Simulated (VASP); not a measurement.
# RbBr (Fm-3m) in VASP: further runs

The runs below take RbBr through electric field gradients, with PBEsol.

Program: VASP 6.6.1. These are calculated values, not measurements. Logs are shortened: lines on timing, memory, paths and dates and some standing lists are left out, and cuts for length are marked.

### 1 The cell of the first run

It takes space group Fm-3m (No. 225, cubic). Conventional cell: a = 6.878 Å, b = 6.878 Å, c = 6.878 Å, α = 90.00°, β = 90.00°, γ = 90.00°. Rb (site symmetry m-3m) has 6 Br at 3.44 Å within 4.5 Å. Br (site symmetry m-3m) has 6 Rb at 3.44 Å within 4.5 Å.

### 2 Electric field gradients, PBEsol (40.67 Å³/atom)

The input, INCAR:

```
SYSTEM = RbBr
ALGO = Normal
EDIFF = 1E-8
ENCUT = 520
GGA = PS
ISIF = 2
ISMEAR = -1
LASPH = .True.
LCHARG = .False.
LEFG = .True.
LREAL = .False.
LWAVE = .False.
NBANDS = 15
NELM = 60
PREC = Accurate
SIGMA = 0.03
```

The input, KPOINTS:

```
k-points
0
Gamma
  7 7 7
  0 0 0
```

The input, POSCAR:

```
RbBr
1.0
    0.0000000000      3.4388871268      3.4388871268
    3.4388871268      0.0000000000      3.4388871268
    3.4388871268      3.4388871268      0.0000000000
Rb Br
1 1
Direct
    0.0000000000      0.0000000000      0.0000000000
    0.5000000000      0.5000000000      0.5000000000
```

Potentials or basis: VASP PAW PBE potentials, release 64 (Rb_sv, Br).

Launch:

```console
> cat potpaw_PBE.64/Rb_sv/POTCAR potpaw_PBE.64/Br/POTCAR > POTCAR
> mpirun -np 1 vasp_std > vasp.out
```

OUTCAR:

```text
SYSTEM = RbBr
   EDIFF = 1E-8
   ENCUT = 520
   GGA = PS
   ISIF = 2
   ISMEAR = -1
   LASPH = .True.
   LREAL = .False.
   NELM = 60
   PREC = Accurate

 ion  position               nearest neighbor table
   1  0.000  0.000  0.000-   2 3.44   2 3.44   2 3.44   2 3.44   2 3.44   2 3.44
   2  0.500  0.500  0.500-   1 3.44   1 3.44   1 3.44   1 3.44   1 3.44   1 3.44

  LATTYP: Found a face centered cubic cell.
 ALAT       =     6.8777742536

  Lattice vectors:

 A1 = (   0.0000000000,   3.4388871268,   3.4388871268)
 A2 = (   3.4388871268,   0.0000000000,   3.4388871268)
 A3 = (   3.4388871268,   3.4388871268,   0.0000000000)

Analysis of symmetry for initial positions (statically):
=====================================================================
 Subroutine PRICEL returns:
 Original cell was already a primitive cell.

 Routine SETGRP: Setting up the symmetry group for a
 face centered cubic supercell.

 Subroutine GETGRP returns: Found 48 space group operations
 (whereof 48 operations were pure point group operations)
 out of a pool of 48 trial point group operations.

The static configuration has the point symmetry O_h .

Analysis of symmetry for dynamics (positions and initial velocities):
=====================================================================
 Subroutine PRICEL returns:
 Original cell was already a primitive cell.

 Routine SETGRP: Setting up the symmetry group for a
 face centered cubic supercell.

 Subroutine GETGRP returns: Found 48 space group operations
 (whereof 48 operations were pure point group operations)
 out of a pool of 48 trial point group operations.

The dynamic configuration has the point symmetry O_h .

 Subroutine INISYM returns: Found 48 space group operations
 (whereof 48 operations are pure point group operations),
 and found     1 'primitive' translations

----------------------------------------------------------------------------------------

                                     Primitive cell

  volume of cell :      81.3362

  direct lattice vectors                    reciprocal lattice vectors
     0.000000000  3.438887127  3.438887127    -0.145395874  0.145395874  0.145395874
     3.438887127  0.000000000  3.438887127     0.145395874 -0.145395874  0.145395874
     3.438887127  3.438887127  0.000000000     0.145395874  0.145395874 -0.145395874

  length of vectors
     4.863320814  4.863320814  4.863320814     0.251833041  0.251833041  0.251833041

  position of ions in fractional coordinates (direct lattice)
     0.000000000  0.000000000  0.000000000
     0.500000000  0.500000000  0.500000000

  ion indices of the primitive-cell ions
   primitive index   ion index
                 1           1
                 2           2

----------------------------------------------------------------------------------------

 KPOINTS: k-points

Automatic generation of k-mesh.
 Grid dimensions read from file:
 generate k-points for:    7    7    7

 Generating k-lattice:

  Cartesian coordinates                     Fractional coordinates (reciprocal lattice)
    -0.020770839  0.020770839  0.020770839     0.142857143  0.000000000  0.000000000
     0.020770839 -0.020770839  0.020770839     0.000000000  0.142857143  0.000000000
     0.020770839  0.020770839 -0.020770839     0.000000000  0.000000000  0.142857143

  Length of vectors
     0.035976149  0.035976149  0.035976149

  Shift w.r.t. Gamma in fractional coordinates (k-lattice)
     0.000000000  0.000000000  0.000000000

 Subroutine IBZKPT returns following result:
 ===========================================

 Found     20 irreducible k-points:

 Following reciprocal coordinates:
            Coordinates               Weight
  0.000000  0.000000  0.000000      1.000000
  0.142857  0.000000  0.000000      8.000000
  0.285714  0.000000  0.000000      8.000000
  0.428571  0.000000  0.000000      8.000000
  0.142857  0.142857  0.000000      6.000000
  0.285714  0.142857  0.000000     24.000000
[... 12 lines left out ...]
 -0.428571  0.428571  0.142857     24.000000
 -0.285714  0.428571  0.142857     24.000000
   k-points           NKPTS =     20   k-points in BZ     NKDIM =     20   number of bands    NBANDS=     15
   number of dos      NEDOS =    301   number of ions     NIONS =      2
   total plane-waves  NPLWV =  46656
   dimension x,y,z NGX =    36 NGY =   36 NGZ =   36
   dimension x,y,z NGXF=    72 NGYF=   72 NGZF=   72
   ions per type =               1   1
   NGX,Y,Z   is equivalent  to a cutoff of  12.31, 12.31, 12.31 a.u.
   NGXF,Y,Z  is equivalent  to a cutoff of  24.61, 24.61, 24.61 a.u.
 SYSTEM =  RbBr
   PREC   = accura    normal or accurate (medium, high low for compatibility)
   ISTART =      0    job   : 0-new  1-cont  2-samecut
   ICHARG =      2    charge: 1-file 2-atom 10-const
   ISPIN  =      1    spin polarized calculation?
   LNONCOLLINEAR =      F non collinear calculations
   LSORBIT =      F    spin-orbit coupling
   LASPH  =      T    aspherical Exc in radial PAW
   ENCUT  =  520.0 eV  38.22 Ry    6.18 a.u.   9.04  9.04  9.04*2*pi/ulx,y,z
   NELM   =     60;   NELMIN=  2; NELMDL= -5     # of ELM steps
   EDIFF  = 0.1E-07   stopping-criterion for ELM
   LREAL  =      F    real-space projection
   EDIFFG = 0.1E-06   stopping-criterion for IOM
   NSW    =      0    number of steps for IOM
   IBRION =     -1    ionic relax: 0-MD 1-quasi-New 2-CG
   NFREE  =      0    steps in history (QN), initial steepest desc. (CG)
   ISIF   =      2    stress and relaxation
   ISYM   =      2    0-nonsym 1-usesym 2-fastsym
   POTIM  = 0.5000    time-step for ionic-motion
   TEBEG  =    0.0;   TEEND  =   0.0 temperature during run
   PSTRESS=    0.0 pullay stress
   NELECT =      16.0000    total number of electrons
   NUPDOWN=      -1.0000    fix difference up-down
   EMIN   =  10.00;   EMAX   =-10.00  energy-range for DOS
   EFERMI =   0.00;   METHOD = LEGACY
   ISMEAR =    -1;   SIGMA  =   0.03  broadening in eV -4-tet -1-fermi 0-gaus
   EFERMI_NEDOS =   21; number of points for ismear=-14 and -15
   IALGO  =     38    algorithm
   IMIX   =      4    mixing-type and parameters
     AMIX     =   0.40;   BMIX     =  1.00
     AMIX_MAG =   1.60;   BMIX_MAG =  1.00
  volume/ion in A,a.u.               =      40.67       274.44
  Fermi-wavevector in a.u.,A,eV,Ry     =   0.952110  1.799226 12.333852  0.906513
  Thomas-Fermi vector in A             =   2.080642
   LORBIT       =      0    0 simple, 1 ext, 2 COOP (PROOUT), +10 PAW based schemes
   GGA     = PS    functional components
   LHFCALC =     F    Hartree Fock is set to
   AEXX    =    0.0000 exact exchange contribution
   IVDW    =     0    specifies the selected vdW correction
   LEPSILON=     F    determine dielectric tensor
   LRPA    =     F    only Hartree local field effects (RPA)
 non-spin polarized calculation
  energy-cutoff  :      520.00
  volume of cell :       81.34
 maximum number of plane-waves:      2213
   NGX = 19   NGY = 19   NGZ = 19

 number of electron      15.9999998 magnetization

 Free energy of the ion-electron system (eV)
  ---------------------------------------------------
  ext. energy  EPLUGINS =         0.00000000
  ---------------------------------------------------
  free energy    TOTEN  =        -6.35493722 eV

  energy without entropy =       -6.35493722  energy(sigma->0) =       -6.35493722

 E-fermi :  -1.1640     XC(G=0):  -7.3619

 val. band max:       -1.8837477159   @ k =   0.0000   0.0000   0.0000
 cond. band min:       2.3049698436   @ k =   0.0000   0.0000   0.0000
 fundamental gap:      4.1887175595
 Fermi energy:        -1.1640388302

 k-point     1 :       0.0000    0.0000    0.0000
  band No.  band energies     occupation
      1     -26.2604      2.00000
      2     -14.0665      2.00000
      3     -10.3469      2.00000
      4     -10.3469      2.00000
      5     -10.3469      2.00000
      6      -1.8837      2.00000
      7      -1.8837      2.00000
      8      -1.8837      2.00000
      9       2.3050      0.00000
     10       5.3158      0.00000
     11       5.3158      0.00000
     12       5.3158      0.00000
     13       6.1986      0.00000
     14       6.1986      0.00000
     15       8.9010      0.00000

 k-point     2 :       0.1429    0.0000    0.0000
  band No.  band energies     occupation
      1     -26.2587      2.00000
      2     -14.0740      2.00000
      3     -10.3484      2.00000
      4     -10.3484      2.00000
      5     -10.3388      2.00000
      6      -2.1224      2.00000
      7      -1.9555      2.00000
      8      -1.9555      2.00000
      9       2.7907      0.00000
     10       5.1900      0.00000
     11       5.5574      0.00000
     12       5.5574      0.00000
     13       6.4976      0.00000
     14       6.4976      0.00000
     15       9.6636      0.00000

 k-point     3 :       0.2857    0.0000    0.0000
  band No.  band energies     occupation
      1     -26.2549      2.00000
      2     -14.0906      2.00000
      3     -10.3517      2.00000
      4     -10.3517      2.00000
      5     -10.3208      2.00000
      6      -2.5565      2.00000
      7      -2.1078      2.00000
      8      -2.1078      2.00000
      9       3.8523      0.00000
     10       5.1974      0.00000
     11       6.2441      0.00000
     12       6.2441      0.00000
     13       7.2895      0.00000
     14       7.2895      0.00000
     15      10.0347      0.00000
[... 271 lines left out ...]
 k-point    19 :      -0.4286    0.4286    0.1429
  band No.  band energies     occupation
      1     -26.2491      2.00000
      2     -14.0370      2.00000
      3     -10.4836      2.00000
      4     -10.4351      2.00000
      5     -10.3624      2.00000
      6      -2.4062      2.00000
      7      -2.2156      2.00000
      8      -2.1218      2.00000
      9       4.1921      0.00000
     10       5.3868      0.00000
     11       6.4612      0.00000
     12       7.2824      0.00000
     13       7.7556      0.00000
     14       8.6182      0.00000
     15       9.1243      0.00000

 k-point    20 :      -0.2857    0.4286    0.1429
  band No.  band energies     occupation
      1     -26.2488      2.00000
      2     -14.0446      2.00000
      3     -10.4806      2.00000
      4     -10.4413      2.00000
      5     -10.3360      2.00000
      6      -2.4265      2.00000
      7      -2.2630      2.00000
      8      -2.2007      2.00000
      9       4.7849      0.00000
     10       5.4685      0.00000
     11       6.3049      0.00000
     12       6.6643      0.00000
     13       8.4362      0.00000
     14       8.5867      0.00000
     15       9.3622      0.00000

------------------------ aborting loop because EDIFF is reached ----------------------------------------

  FORCE on cell =-STRESS in cart. coord.  units (eV):
  Direction    XX          YY          ZZ          XY          YZ          ZX
  --------------------------------------------------------------------------------------
  -------------------------------------------------------------------------------------
  Total       -0.0813238     -0.0813238     -0.0813238     -0.0000000      0.0000000     -0.0000000
  in kB       -1.6019340     -1.6019340     -1.6019340     -0.0000000      0.0000000     -0.0000000
  external PRESSURE =      -1.6019340 kB  Pullay stress =       0.0000000 kB

 VOLUME and BASIS-vectors are now :
 -----------------------------------------------------------------------------
  energy-cutoff  :      520.00
  volume of cell :       81.34
      direct lattice vectors                 reciprocal lattice vectors
     0.000000000  3.438887127  3.438887127    -0.145395874  0.145395874  0.145395874
     3.438887127  0.000000000  3.438887127     0.145395874 -0.145395874  0.145395874
     3.438887127  3.438887127  0.000000000     0.145395874  0.145395874 -0.145395874

 POSITION                                       TOTAL-FORCE (eV/Angst)
 -----------------------------------------------------------------------------------
      0.00000      0.00000      0.00000         0.000000      0.000000     -0.000000
      3.43889      3.43889      3.43889        -0.000000     -0.000000      0.000000
 -----------------------------------------------------------------------------------
    total drift:                                0.000000      0.000000      0.000000

  FREE ENERGIE OF THE ION-ELECTRON SYSTEM (eV)
  ---------------------------------------------------
  free  energy   TOTEN  =        -6.3549372242 eV

  energy  without entropy=       -6.3549372242  energy(sigma->0) =       -6.35493722

 Electric field gradients (V/A^2)
---------------------------------------------------------------------
 ion       V_xx      V_yy      V_zz      V_xy      V_xz      V_yz
---------------------------------------------------------------------
   1       0.000    -0.000     0.000    -0.000    -0.000    -0.000
   2      -0.000     0.000     0.000    -0.000    -0.000    -0.000
---------------------------------------------------------------------

 Electric field gradients after diagonalization (V/A^2)
 (convention: |V_zz| > |V_xx| > |V_yy|)
----------------------------------------------------------------------
 ion       V_xx      V_yy      V_zz     asymmetry (V_yy - V_xx)/ V_zz
----------------------------------------------------------------------
   1       0.000     0.000    -0.000       0.000
   2       0.000     0.000    -0.000       0.000
----------------------------------------------------------------------

           NMR quadrupolar parameters

 Cq : quadrupolar parameter    Cq=e*Q*V_zz/h
 eta: asymmetry parameters     (V_yy - V_xx)/ V_zz
 Q  : nuclear electric quadrupole moment in mb (millibarn)
----------------------------------------------------------------------
 ion       Cq(MHz)       eta       Q (mb)
----------------------------------------------------------------------
   1      -0.000       0.000       1.000
   2      -0.000       0.000       1.000
----------------------------------------------------------------------
```

Wall time 43 s (1 thread of Intel Xeon 8259CL, shared host); peak memory 0.21 GiB.

What came out:

* Free energy: -6.3549 eV
* Pressure: -0.2 GPa
* Band gap on the k mesh: 4.19 eV
* Largest electric field gradient by atom: zero within the noise of the run

Levels at points of the mesh, in eV from the valence-band top:
| k point | band 6 | band 7 | band 8 | band 9 | band 10 | band 11 |
| --- | --- | --- | --- | --- | --- | --- |
| (0.00, 0.00, 0.00) | 0.00 | 0.00 | 0.00 | 4.19 | 7.20 | 7.20 |

Caveat: the PAW data sets were made with another functional, which shifts forces and pressure a little; an odd mesh through Γ misses points on the zone boundary, where band edges can lie.

[end of part 1 of 3]
